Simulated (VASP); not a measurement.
# Al2Cu in VASP: single point with PBEsol

Aim: the single point of Al2Cu with PBEsol.

All numbers are computed with VASP 6.6.1; they aren't measurements. Logs are shortened: lines on timing, memory, paths and dates and some standing lists are left out, and cuts for length are marked.

### 1 The cell of the first run

The typed cell holds 9 atoms: a = 4.049 Å, b = 4.049 Å, c = 11.918 Å, α = 90.00°, β = 90.00°, γ = 120.00°.

### 2 Single point, PBEsol (the distance across one plane changed)

The input, INCAR:

```
PREC     = Accurate       # precision mode
ENCUT    = 520            # plane-wave cutoff, eV
EDIFF    = 1E-7           # SCF threshold, eV
ISMEAR   = 0              # smearing method
SIGMA    = 0.15           # smearing width, eV
LREAL    = False          # projectors in reciprocal space
LASPH    = True           # aspherical terms in the spheres
NELM     = 60             # most SCF steps
ALGO     = Fast           # electronic algorithm
ISIF     = 2              # what is computed and relaxed
LWAVE    = False          # write WAVECAR
LCHARG   = True           # write CHGCAR
GGA      = PS             # functional
LELF     = True           # ELF
LVHAR    = True         
NBANDS   = 36             # bands
```

The input, KPOINTS:

```
regular mesh
0
Gamma
  13 13 5
```

The input, POSCAR:

```
Al2Cu
1.0
   -2.0246315446      2.0246315446     -2.8630136682
   -2.0246315446     -2.0246315446      2.8630136682
    0.0000000000      9.7314722421      6.8807944785
Al Cu
6 3
Direct
    0.0000177456     -0.0000177456      0.7628282731
    0.3333381728      0.6666618272      0.2080339873
    0.6666779592      0.3333220408      0.4854311302
    0.3333478524      0.6666521476      0.6241297016
    0.6666682796      0.3333317204      0.0693354159
    0.0000080660     -0.0000080660      0.3467325587
    0.6666827990      0.3333172010      0.6934789874
    0.0000032262     -0.0000032262      0.1386847016
    0.3333430126      0.6666569874      0.4160818445
```

Potentials or basis: VASP PAW PBE potentials, release 64 (Al, Cu).

Launch:

```bash
cat potpaw_PBE.64/Al/POTCAR potpaw_PBE.64/Cu/POTCAR > POTCAR
mpirun -np 1 vasp_std > vasp.out
```

OUTCAR:

```text
PREC = Accurate
   ENCUT = 520
   EDIFF = 1E-7
   ISMEAR = 0
   LREAL = False
   LASPH = True
   NELM = 60
   ISIF = 2
   GGA = PS

 ion  position               nearest neighbor table
   1  0.000  1.000  0.763-   7 2.48   7 2.48   7 2.48   4 2.86   4 2.86   4 2.86
   2  0.333  0.667  0.208-   8 2.48   8 2.48   8 2.48   9 2.48   6 2.86   5 2.86   5 2.86   5 2.86
                             6 2.86   6 2.86
   3  0.667  0.333  0.485-   9 2.48   9 2.48   9 2.48   7 2.48   4 2.86   6 2.86   4 2.86   4 2.86
                             6 2.86   6 2.86
   4  0.333  0.667  0.624-   9 2.48   7 2.48   7 2.48   7 2.48   3 2.86   1 2.86   3 2.86   3 2.86
                             1 2.86   1 2.86
   5  0.667  0.333  0.069-   8 2.48   8 2.48   8 2.48   2 2.86   2 2.86   2 2.86
   6  0.000  1.000  0.347-   8 2.48   9 2.48   9 2.48   9 2.48   2 2.86   3 2.86   2 2.86   2 2.86
                             3 2.86   3 2.86
   7  0.667  0.333  0.693-   1 2.48   1 2.48   1 2.48   4 2.48   4 2.48   4 2.48   3 2.48
   8  0.000  1.000  0.139-   6 2.48   2 2.48   5 2.48   5 2.48   2 2.48   5 2.48   2 2.48
   9  0.333  0.667  0.416-   4 2.48   3 2.48   3 2.48   3 2.48   6 2.48   6 2.48   6 2.48   2 2.48

  LATTYP: Found a base centered monoclinic cell.
 ALAT       =     7.0131248829
 B/A-ratio  =     0.5773835711
 C/A-ratio  =     1.6994339272
 COS(beta)  =    -0.0000678840

  Lattice vectors:

 A1 = (  -2.0246315446,  -2.0246315446,   2.8630136682)
 A2 = (   2.0246315446,  -2.0246315446,   2.8630136682)
 A3 = (   0.0000000000,   9.7314722421,   6.8807944785)

Analysis of symmetry for initial positions (statically):
=====================================================================
 Subroutine PRICEL returns:
 Original cell was already a primitive cell.

 Routine SETGRP: Setting up the symmetry group for a
 base centered monoclinic supercell.

 Subroutine GETGRP returns: Found  4 space group operations
 (whereof  2 operations were pure point group operations)
 out of a pool of  4 trial point group operations.

The static configuration has the point symmetry C_1h.
 The point group associated with its full space group is C_2h.

Analysis of symmetry for dynamics (positions and initial velocities):
=====================================================================
 Subroutine PRICEL returns:
 Original cell was already a primitive cell.

 Routine SETGRP: Setting up the symmetry group for a
 base centered monoclinic supercell.

 Subroutine GETGRP returns: Found  4 space group operations
 (whereof  2 operations were pure point group operations)
 out of a pool of  4 trial point group operations.

The dynamic configuration has the point symmetry C_1h.
 The point group associated with its full space group is C_2h.

 Subroutine INISYM returns: Found  4 space group operations
 (whereof  2 operations are pure point group operations),
 and found     1 'primitive' translations

----------------------------------------------------------------------------------------

                                     Primitive cell

  volume of cell :     169.2285

  direct lattice vectors                    reciprocal lattice vectors
    -2.024631545  2.024631545 -2.863013668    -0.246958515  0.082321099 -0.116426306
    -2.024631545 -2.024631545  2.863013668    -0.246958515 -0.082321099  0.116426306
     0.000000000  9.731472242  6.880794479     0.000000000  0.068505587  0.048444956

  length of vectors
     4.049087928  4.049087928 11.918342362     0.285167243  0.285167243  0.083904286

  position of ions in fractional coordinates (direct lattice)
     0.000017746  0.999982254  0.762828273
     0.333338173  0.666661827  0.208033987
     0.666677959  0.333322041  0.485431130
     0.333347852  0.666652148  0.624129702
     0.666668280  0.333331720  0.069335416
     0.000008066  0.999991934  0.346732559
     0.666682799  0.333317201  0.693478987
     0.000003226  0.999996774  0.138684702
     0.333343013  0.666656987  0.416081844

  ion indices of the primitive-cell ions
   primitive index   ion index
                 1           1
                 2           2
                 3           3
                 4           4
                 5           5
                 6           6
                 7           7
                 8           8
                 9           9

----------------------------------------------------------------------------------------

 KPOINTS: regular mesh

Automatic generation of k-mesh.
 Grid dimensions read from file:
 generate k-points for:   13   13    5

 Generating k-lattice:

  Cartesian coordinates                     Fractional coordinates (reciprocal lattice)
    -0.018996809  0.006332392 -0.008955870     0.076923077 -0.000000000  0.000000000
    -0.018996809 -0.006332392  0.008955870    -0.000000000  0.076923077  0.000000000
     0.000000000  0.013701117  0.009688991     0.000000000  0.000000000  0.200000000

  Length of vectors
     0.021935942  0.021935942  0.016780857

  Shift w.r.t. Gamma in fractional coordinates (k-lattice)
     0.000000000  0.000000000  0.000000000

 Subroutine IBZKPT returns following result:
 ===========================================

 Found    231 irreducible k-points:

 Following reciprocal coordinates:
            Coordinates               Weight
  0.000000  0.000000  0.000000      1.000000
  0.076923  0.000000  0.000000      4.000000
  0.153846  0.000000 -0.000000      4.000000
  0.230769  0.000000  0.000000      4.000000
  0.307692  0.000000 -0.000000      4.000000
  0.384615  0.000000  0.000000      4.000000
[... 16 lines left out ...]
  0.384615  0.153846  0.000000      4.000000
  0.461538  0.153846 -0.000000      4.000000
 [... further k-points ...]
   k-points           NKPTS =    231   k-points in BZ     NKDIM =    231   number of bands    NBANDS=     36
   number of dos      NEDOS =    301   number of ions     NIONS =      9
   total plane-waves  NPLWV =  81000
   dimension x,y,z NGX =    30 NGY =   30 NGZ =   90
   dimension x,y,z NGXF=    60 NGYF=   60 NGZF=  180
   ions per type =               6   3
   NGX,Y,Z   is equivalent  to a cutoff of  12.32, 12.32, 12.55 a.u.
   NGXF,Y,Z  is equivalent  to a cutoff of  24.63, 24.63, 25.11 a.u.
 SYSTEM =  unknown system
   PREC   = accura    normal or accurate (medium, high low for compatibility)
   ISTART =      0    job   : 0-new  1-cont  2-samecut
   ICHARG =      2    charge: 1-file 2-atom 10-const
   ISPIN  =      1    spin polarized calculation?
   LNONCOLLINEAR =      F non collinear calculations
   LSORBIT =      F    spin-orbit coupling
   LASPH  =      T    aspherical Exc in radial PAW
   ENCUT  =  520.0 eV  38.22 Ry    6.18 a.u.   7.53  7.53 22.16*2*pi/ulx,y,z
   NELM   =     60;   NELMIN=  2; NELMDL= -5     # of ELM steps
   EDIFF  = 0.1E-06   stopping-criterion for ELM
   LREAL  =      F    real-space projection
   EDIFFG = 0.1E-05   stopping-criterion for IOM
   NSW    =      0    number of steps for IOM
   IBRION =     -1    ionic relax: 0-MD 1-quasi-New 2-CG
   NFREE  =      0    steps in history (QN), initial steepest desc. (CG)
   ISIF   =      2    stress and relaxation
   ISYM   =      2    0-nonsym 1-usesym 2-fastsym
   POTIM  = 0.5000    time-step for ionic-motion
   TEBEG  =    0.0;   TEEND  =   0.0 temperature during run
   PSTRESS=    0.0 pullay stress
   NELECT =      51.0000    total number of electrons
   NUPDOWN=      -1.0000    fix difference up-down
   EMIN   =  10.00;   EMAX   =-10.00  energy-range for DOS
   EFERMI =   0.00;   METHOD = LEGACY
   ISMEAR =     0;   SIGMA  =   0.15  broadening in eV -4-tet -1-fermi 0-gaus
   EFERMI_NEDOS =   21; number of points for ismear=-14 and -15
   IALGO  =     68    algorithm
   IMIX   =      4    mixing-type and parameters
     AMIX     =   0.40;   BMIX     =  1.00
     AMIX_MAG =   1.60;   BMIX_MAG =  1.00
  volume/ion in A,a.u.               =      18.80       126.89
  Fermi-wavevector in a.u.,A,eV,Ry     =   1.097591  2.074146 16.391011  1.204705
  Thomas-Fermi vector in A             =   2.233953
   LORBIT       =      0    0 simple, 1 ext, 2 COOP (PROOUT), +10 PAW based schemes
   GGA     = PS    functional components
   LHFCALC =     F    Hartree Fock is set to
   AEXX    =    0.0000 exact exchange contribution
   IVDW    =     0    specifies the selected vdW correction
   LEPSILON=     F    determine dielectric tensor
   LRPA    =     F    only Hartree local field effects (RPA)
 non-spin polarized calculation
 RMM-DIIS sequential band-by-band and
 Gauss-broadening in eV      SIGMA  =   0.15
  energy-cutoff  :      520.00
  volume of cell :      169.23
 maximum number of plane-waves:      4592
 NGX is ok and might be reduce to    30
   NGX = 15   NGY = 15   NGZ = 45

 number of electron      51.0000056 magnetization

 Free energy of the ion-electron system (eV)
  ---------------------------------------------------
  ext. energy  EPLUGINS =         0.00000000
  ---------------------------------------------------
  free energy    TOTEN  =       -36.83939473 eV

  energy without entropy =      -36.79754463  energy(sigma->0) =      -36.81846968

 E-fermi :   5.2132     XC(G=0):  -9.6849

 val. band max:        5.2091215533   @ k =   0.0769  -0.3846   0.2000
 cond. band min:       5.2176613644   @ k =   0.3846  -0.4615   0.4000
 fundamental gap:      0.0085398112
 Fermi energy:         5.2131522584

 k-point     1 :       0.0000    0.0000    0.0000
  band No.  band energies     occupation
      1      -4.7477      2.00000
      2      -3.7810      2.00000
      3      -2.6911      2.00000
      4      -0.2413      2.00000
      5       0.4154      2.00000
      6       0.6888      2.00000
[... 28 lines left out ...]
     35       9.1401      0.00000
     36       9.7548      0.00000

 k-point     2 :       0.0769    0.0000    0.0000
  band No.  band energies     occupation
      1      -4.6766      2.00000
      2      -3.7104      2.00000
      3      -2.6194      2.00000
      4      -0.2076      2.00000
      5       0.4209      2.00000
      6       0.6725      2.00000
[... 28 lines left out ...]
     35       9.8091      0.00000
     36       9.9307      0.00000
[... 817 lines left out ...]
     35       9.9377      0.00000
     36      10.3467      0.00000

 k-point    24 :       0.4615    0.1538   -0.0000
  band No.  band energies     occupation
      1      -2.1397      2.00000
      2      -1.4278      2.00000
      3      -0.9705      2.00000
      4      -0.4488      2.00000
      5      -0.1984      2.00000
      6       0.0769      2.00000
[... 28 lines left out ...]
     35       9.9377      0.00000
     36      10.3257      0.00000

 [... further k-points ...]
[... 5 lines left out ...]
  --------------------------------------------------------------------------------------
  -------------------------------------------------------------------------------------
  Total       -1.1793952     -2.2538138     -1.7108496      0.0000000     -0.7603442      0.0000000
  in kB      -11.1659712    -21.3380726    -16.1975371      0.0000000     -7.1985895      0.0000000
  external PRESSURE =     -16.2338603 kB  Pullay stress =       0.0000000 kB

 VOLUME and BASIS-vectors are now :
 -----------------------------------------------------------------------------
  energy-cutoff  :      520.00
  volume of cell :      169.23
      direct lattice vectors                 reciprocal lattice vectors
    -2.024631545  2.024631545 -2.863013668    -0.246958515  0.082321099 -0.116426306
    -2.024631545 -2.024631545  2.863013668    -0.246958515 -0.082321099  0.116426306
     0.000000000  9.731472242  6.880794479     0.000000000  0.068505587  0.048444956

 POSITION                                       TOTAL-FORCE (eV/Angst)
 -----------------------------------------------------------------------------------
     -2.02463      5.39888      8.11178         0.000000     -0.028403     -0.019739
     -2.02463      1.34962      2.38575         0.000000     -0.211456     -0.149522
     -2.02463      5.39888      2.38575         0.000000      0.082266      0.058233
     -2.02463      5.39888      5.24876         0.000000      0.211456      0.149522
     -2.02463      1.34962     -0.47726         0.000000      0.028403      0.019739
     -2.02463      1.34962      5.24876         0.000000     -0.082266     -0.058233
     -2.02463      7.42351      3.81726         0.000000      0.243393      0.172134
     -2.02463     -0.67501      3.81726         0.000000     -0.243393     -0.172134
     -2.02463      3.37425      3.81726         0.000000     -0.000000      0.000000
 -----------------------------------------------------------------------------------
    total drift:                                0.000000      0.000094      0.000063

  FREE ENERGIE OF THE ION-ELECTRON SYSTEM (eV)
  ---------------------------------------------------
  free  energy   TOTEN  =       -36.8393947302 eV

  energy  without entropy=      -36.7975446319  energy(sigma->0) =      -36.81846968
```

Run time: 50 min. Hardware: 1 thread of Oxide Virtual Turin-like, shared host; peak memory 1 GiB.

Results:

```yaml
Free_energy: -36.8394 eV
Pressure: -1.6 GPa
Largest_force: 0.298 eV/Å
Band_gap_on_the_k_mesh: zero (an odd number of electrons rules out a gap without spin polarisation)
```

Forces in eV/Å, atoms in the order of the input:
```
Al   0.000 -0.028 -0.020
Al   0.000 -0.211 -0.150
Al   0.000  0.082  0.058
Al   0.000  0.211  0.150
Al   0.000  0.028  0.020
Al   0.000 -0.082 -0.058
Cu   0.000  0.243  0.172
Cu   0.000 -0.243 -0.172
Cu   0.000  0.000  0.000
```

Levels at points of the mesh, in eV from the Fermi level:
```csv
k point,band 24,band 25,band 26,band 27,band 28,band 29
"(0.00, 0.00, 0.00)",1.45,1.75,1.76,2.71,2.71,3.23
```

Caveat: the cell differs from its parent crystal (the distance across one plane changed); the PAW data sets were made with another functional, which shifts forces and pressure a little.
